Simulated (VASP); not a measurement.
# ScSi2 (I4/mmm) in VASP: single point with PBE

Aim: the single point of ScSi2 with PBE.

Everything below comes from runs of VASP 6.6.1. Logs are shortened: lines on timing, memory, paths and dates and some standing lists are left out, and cuts for length are marked.

## (1) The cell of the first run

It takes space group I4/mmm (No. 139, tetragonal). The conventional cell has a = 3.793 Å, b = 3.793 Å, c = 7.587 Å, α = 90.00°, β = 90.00°, γ = 90.00°. Sc (site symmetry 4/mmm) has 10 Si at 2.66 to 2.91 Å within 3.5 Å. Si (site symmetry 4mm) has 1 Si at 2.26 Å and 5 Sc at 2.66 to 2.91 Å within 3.0 Å.

## (2) Single point, PBE

INCAR reads:

```
SYSTEM = ScSi2
PREC = Accurate
ENCUT = 500
EDIFF = 1E-6
ISMEAR = 0
SIGMA = 0.1
LREAL = .FALSE.
LASPH = .TRUE.
NELM = 120
ALGO = Normal
ISIF = 2
LWAVE = .FALSE.
LCHARG = .FALSE.
GGA = PE
NBANDS = 16
GGA_COMPAT = .FALSE.
```

KPOINTS reads:

```
regular mesh
0
G
  6 6 6
  0 0 0
```

POSCAR reads:

```
ScSi2
1.0
   -1.8963536826      1.8963536826      3.7937010344
    1.8963536826     -1.8963536826      3.7937010344
    1.8963536826      1.8963536826     -3.7937010344
Sc Si
1 2
Direct
    0.0000000000      0.0000000000      0.0000000000
    0.6492455262      0.6492455262      0.0000000000
    0.3507544738      0.3507544738      0.0000000000
```

Potentials or basis: VASP PAW PBE potentials, release 64 (Sc_sv, Si).

Command:

```sh
cat potpaw_PBE.64/Sc_sv/POTCAR potpaw_PBE.64/Si/POTCAR > POTCAR
mpirun -np 1 vasp_std > vasp.out
```

OUTCAR:

```text
SYSTEM = ScSi2
   PREC = Accurate
   ENCUT = 500
   EDIFF = 1E-6
   ISMEAR = 0
   LREAL = .FALSE.
   LASPH = .TRUE.
   NELM = 120
   ISIF = 2
   GGA = PE

 ion  position               nearest neighbor table
   1  0.000  0.000  0.000-   2 2.66   3 2.66   2 2.91   3 2.91   2 2.91   2 2.91   2 2.91   3 2.91
                             3 2.91   3 2.91
   2  0.649  0.649  0.000-   3 2.26   1 2.66   1 2.91   1 2.91   1 2.91   1 2.91   3 3.09   3 3.09
                             3 3.09   3 3.09
   3  0.351  0.351  0.000-   2 2.26   1 2.66   1 2.91   1 2.91   1 2.91   1 2.91   2 3.09   2 3.09
                             2 3.09   2 3.09

  LATTYP: Found a body centered tetragonal cell.
 ALAT       =     3.7927073652
 C/A-ratio  =     2.0005239894

  Lattice vectors:

 A1 = (  -1.8963536826,   1.8963536826,   3.7937010344)
 A2 = (   1.8963536826,  -1.8963536826,   3.7937010344)
 A3 = (   1.8963536826,   1.8963536826,  -3.7937010344)

Analysis of symmetry for initial positions (statically):
=====================================================================
 Subroutine PRICEL returns:
 Original cell was already a primitive cell.

 Routine SETGRP: Setting up the symmetry group for a
 body centered tetragonal supercell.

 Subroutine GETGRP returns: Found 16 space group operations
 (whereof 16 operations were pure point group operations)
 out of a pool of 16 trial point group operations.

The static configuration has the point symmetry D_4h.

Analysis of symmetry for dynamics (positions and initial velocities):
=====================================================================
 Subroutine PRICEL returns:
 Original cell was already a primitive cell.

 Routine SETGRP: Setting up the symmetry group for a
 body centered tetragonal supercell.

 Subroutine GETGRP returns: Found 16 space group operations
 (whereof 16 operations were pure point group operations)
 out of a pool of 16 trial point group operations.

The dynamic configuration has the point symmetry D_4h.

 Subroutine INISYM returns: Found 16 space group operations
 (whereof 16 operations are pure point group operations),
 and found     1 'primitive' translations

----------------------------------------------------------------------------------------

                                     Primitive cell

  volume of cell :      54.5710

  direct lattice vectors                    reciprocal lattice vectors
    -1.896353683  1.896353683  3.793701034     0.000000000  0.263663896  0.131797418
     1.896353683 -1.896353683  3.793701034     0.263663896  0.000000000  0.131797418
     1.896353683  1.896353683 -3.793701034     0.263663896  0.263663896  0.000000000

  length of vectors
     4.645910257  4.645910257  4.645910257     0.294769756  0.294769756  0.372877058

  position of ions in fractional coordinates (direct lattice)
     0.000000000  0.000000000  0.000000000
     0.649245526  0.649245526  0.000000000
     0.350754474  0.350754474  0.000000000

  ion indices of the primitive-cell ions
   primitive index   ion index
                 1           1
                 2           2
                 3           3

----------------------------------------------------------------------------------------

 KPOINTS: regular mesh

Automatic generation of k-mesh.
 Grid dimensions read from file:
 generate k-points for:    6    6    6

 Generating k-lattice:

  Cartesian coordinates                     Fractional coordinates (reciprocal lattice)
     0.000000000  0.043943983  0.021966236     0.166666667  0.000000000  0.000000000
     0.043943983  0.000000000  0.021966236     0.000000000  0.166666667  0.000000000
     0.043943983  0.043943983  0.000000000     0.000000000  0.000000000  0.166666667

  Length of vectors
     0.049128293  0.049128293  0.062146176

  Shift w.r.t. Gamma in fractional coordinates (k-lattice)
     0.000000000  0.000000000  0.000000000

 Subroutine IBZKPT returns following result:
 ===========================================

 Found     30 irreducible k-points:

 Following reciprocal coordinates:
            Coordinates               Weight
  0.000000  0.000000  0.000000      1.000000
  0.166667 -0.000000  0.000000      8.000000
  0.333333 -0.000000  0.000000      8.000000
  0.500000 -0.000000  0.000000      4.000000
  0.166667  0.166667  0.000000      8.000000
  0.333333  0.166667  0.000000     16.000000
[... 16 lines left out ...]
 -0.333333 -0.333333  0.166667      8.000000
 -0.166667 -0.333333  0.166667      8.000000
 [... further k-points ...]
   k-points           NKPTS =     30   k-points in BZ     NKDIM =     30   number of bands    NBANDS=     16
   number of dos      NEDOS =    301   number of ions     NIONS =      3
   total plane-waves  NPLWV =  46656
   dimension x,y,z NGX =    36 NGY =   36 NGZ =   36
   dimension x,y,z NGXF=    72 NGYF=   72 NGZF=   72
   ions per type =               1   2
   NGX,Y,Z   is equivalent  to a cutoff of  12.88, 12.88, 12.88 a.u.
   NGXF,Y,Z  is equivalent  to a cutoff of  25.76, 25.76, 25.76 a.u.
 SYSTEM =  ScSi2
   PREC   = accura    normal or accurate (medium, high low for compatibility)
   ISTART =      0    job   : 0-new  1-cont  2-samecut
   ICHARG =      2    charge: 1-file 2-atom 10-const
   ISPIN  =      1    spin polarized calculation?
   LNONCOLLINEAR =      F non collinear calculations
   LSORBIT =      F    spin-orbit coupling
   LASPH  =      T    aspherical Exc in radial PAW
   ENCUT  =  500.0 eV  36.75 Ry    6.06 a.u.   8.47  8.47  8.47*2*pi/ulx,y,z
   NELM   =    120;   NELMIN=  2; NELMDL= -5     # of ELM steps
   EDIFF  = 0.1E-05   stopping-criterion for ELM
   LREAL  =      F    real-space projection
   EDIFFG = 0.1E-04   stopping-criterion for IOM
   NSW    =      0    number of steps for IOM
   IBRION =     -1    ionic relax: 0-MD 1-quasi-New 2-CG
   NFREE  =      0    steps in history (QN), initial steepest desc. (CG)
   ISIF   =      2    stress and relaxation
   ISYM   =      2    0-nonsym 1-usesym 2-fastsym
   POTIM  = 0.5000    time-step for ionic-motion
   TEBEG  =    0.0;   TEEND  =   0.0 temperature during run
   PSTRESS=    0.0 pullay stress
   NELECT =      19.0000    total number of electrons
   NUPDOWN=      -1.0000    fix difference up-down
   EMIN   =  10.00;   EMAX   =-10.00  energy-range for DOS
   EFERMI =   0.00;   METHOD = LEGACY
   ISMEAR =     0;   SIGMA  =   0.10  broadening in eV -4-tet -1-fermi 0-gaus
   EFERMI_NEDOS =   21; number of points for ismear=-14 and -15
   IALGO  =     38    algorithm
   IMIX   =      4    mixing-type and parameters
     AMIX     =   0.40;   BMIX     =  1.00
     AMIX_MAG =   1.60;   BMIX_MAG =  1.00
  volume/ion in A,a.u.               =      18.19       122.75
  Fermi-wavevector in a.u.,A,eV,Ry     =   1.151698  2.176394 18.046894  1.326409
  Thomas-Fermi vector in A             =   2.288354
   LORBIT       =      0    0 simple, 1 ext, 2 COOP (PROOUT), +10 PAW based schemes
   GGA     = PE    functional components
   LHFCALC =     F    Hartree Fock is set to
   AEXX    =    0.0000 exact exchange contribution
   IVDW    =     0    specifies the selected vdW correction
   LEPSILON=     F    determine dielectric tensor
   LRPA    =     F    only Hartree local field effects (RPA)
 non-spin polarized calculation
 Gauss-broadening in eV      SIGMA  =   0.10
  energy-cutoff  :      500.00
  volume of cell :       54.57
 maximum number of plane-waves:      1413
 NGX is ok and might be reduce to    36
   NGX = 17   NGY = 17   NGZ = 17

 number of electron      19.0000000 magnetization

 Free energy of the ion-electron system (eV)
  ---------------------------------------------------
  ext. energy  EPLUGINS =         0.00000000
  ---------------------------------------------------
  free energy    TOTEN  =       -17.71980078 eV

  energy without entropy =      -17.70641725  energy(sigma->0) =      -17.71310901

 E-fermi :   6.6054     XC(G=0): -10.4898

 val. band max:        6.6010828796   @ k =   0.5000   0.1667   0.0000
 cond. band min:       6.6207412432   @ k =   0.3333   0.1667   0.1667
 fundamental gap:      0.0196583635
 Fermi energy:         6.6054343184

 k-point     1 :       0.0000    0.0000    0.0000
  band No.  band energies     occupation
      1     -42.6683      2.00000
      2     -21.3927      2.00000
      3     -21.2891      2.00000
      4     -21.2891      2.00000
      5      -4.5387      2.00000
      6       2.6714      2.00000
[... 8 lines left out ...]
     15       9.9838      0.00000
     16      11.1165      0.00000

 k-point     2 :       0.1667   -0.0000    0.0000
  band No.  band energies     occupation
      1     -42.6674      2.00000
      2     -21.3938      2.00000
      3     -21.3043      2.00000
      4     -21.2879      2.00000
      5      -4.2102      2.00000
      6       2.0401      2.00000
[... 8 lines left out ...]
     15      10.9811      0.00000
     16      11.5228      0.00000

 k-point     3 :       0.3333   -0.0000    0.0000
  band No.  band energies     occupation
      1     -42.6656      2.00000
      2     -21.3965      2.00000
      3     -21.3343      2.00000
      4     -21.2856      2.00000
      5      -3.3116      2.00000
      6       0.5608      2.00000
[... 8 lines left out ...]
     15      11.3167      0.00000
     16      11.6960      0.00000

 k-point     4 :       0.5000   -0.0000    0.0000
  band No.  band energies     occupation
      1     -42.6648      2.00000
      2     -21.3981      2.00000
      3     -21.3488      2.00000
      4     -21.2844      2.00000
      5      -2.4923      2.00000
      6      -0.5319      2.00000
[... 8 lines left out ...]
     15      10.3863      0.00000
     16      11.5463      0.00000
[... 324 lines left out ...]
 k-point    22 :      -0.1667    0.5000    0.1667
  band No.  band energies     occupation
      1     -42.6654      2.00000
      2     -21.4020      2.00000
      3     -21.3350      2.00000
      4     -21.2863      2.00000
      5      -2.6608      2.00000
      6      -0.4586      2.00000
[... 8 lines left out ...]
     15      10.3749      0.00000
     16      11.3717      0.00000

 k-point    23 :      -0.3333   -0.3333    0.1667
  band No.  band energies     occupation
      1     -42.6662      2.00000
      2     -21.4049      2.00000
      3     -21.3046      2.00000
      4     -21.3036      2.00000
      5      -3.0160      2.00000
      6      -0.3950      2.00000
[... 8 lines left out ...]
     15      10.3713      0.00000
     16      11.7074      0.00000

 k-point    24 :      -0.1667   -0.3333    0.1667
  band No.  band energies     occupation
      1     -42.6671      2.00000
      2     -21.4023      2.00000
      3     -21.3054      2.00000
      4     -21.2891      2.00000
      5      -3.6679      2.00000
      6       0.2946      2.00000
[... 8 lines left out ...]
     15      10.9643      0.00000
     16      11.5201      0.00000

 [... further k-points ...]
[... 5 lines left out ...]
  --------------------------------------------------------------------------------------
  -------------------------------------------------------------------------------------
  Total        0.0227296      0.0227296      0.0092493      0.0000000      0.0000000      0.0000000
  in kB        0.6673292      0.6673292      0.2715558      0.0000000      0.0000000      0.0000000
  external PRESSURE =       0.5354047 kB  Pullay stress =       0.0000000 kB

 VOLUME and BASIS-vectors are now :
 -----------------------------------------------------------------------------
  energy-cutoff  :      500.00
  volume of cell :       54.57
      direct lattice vectors                 reciprocal lattice vectors
    -1.896353683  1.896353683  3.793701034     0.000000000  0.263663896  0.131797418
     1.896353683 -1.896353683  3.793701034     0.263663896  0.000000000  0.131797418
     1.896353683  1.896353683 -3.793701034     0.263663896  0.263663896  0.000000000

 POSITION                                       TOTAL-FORCE (eV/Angst)
 -----------------------------------------------------------------------------------
      0.00000      0.00000      0.00000         0.000000      0.000000     -0.000000
      0.00000      0.00000      4.92609        -0.000000     -0.000000     -0.009410
      0.00000      0.00000      2.66132        -0.000000     -0.000000      0.009410
 -----------------------------------------------------------------------------------
    total drift:                               -0.000000      0.000000     -0.000000

  FREE ENERGIE OF THE ION-ELECTRON SYSTEM (eV)
  ---------------------------------------------------
  free  energy   TOTEN  =       -17.7198007809 eV

  energy  without entropy=      -17.7064172459  energy(sigma->0) =      -17.71310901
```

Wall time 66 s (1 thread of AMD EPYC 7R13, shared host); peak memory 0.18 GiB.

Results:

```
Free energy   : -17.7198 eV
Pressure      : 0.1 GPa
Largest force : 0.009 eV/Å
```

Forces on the atoms (eV/Å):
```
Sc   0.000  0.000  0.000
Si   0.000  0.000 -0.009
Si   0.000  0.000  0.009
```

Levels at points of the mesh, in eV from the Fermi level:
| k point | band 6 | band 7 | band 8 | band 9 | band 10 | band 11 | band 12 | band 13 | band 14 | band 15 |
| --- | --- | --- | --- | --- | --- | --- | --- | --- | --- | --- |
| (0.00, 0.00, 0.00) | -3.93 | -2.22 | -1.02 | -1.02 | 0.25 | 1.12 | 1.12 | 1.80 | 2.29 | 3.38 |
| (0.50, 0.00, 0.00) | -7.14 | -3.09 | -2.89 | -1.47 | 0.56 | 1.61 | 2.38 | 2.96 | 3.30 | 3.78 |
| (0.50, 0.50, 0.00) | -4.83 | -4.43 | -3.64 | -2.76 | -1.56 | 0.76 | 2.99 | 3.21 | 3.74 | 4.71 |
| (0.50, 0.50, 0.50) | -8.48 | -1.33 | -1.33 | -0.91 | -0.58 | 1.95 | 1.95 | 2.06 | 3.85 | 5.40 |

Caveat: the k points lie up to 0.39 Å⁻¹ apart.
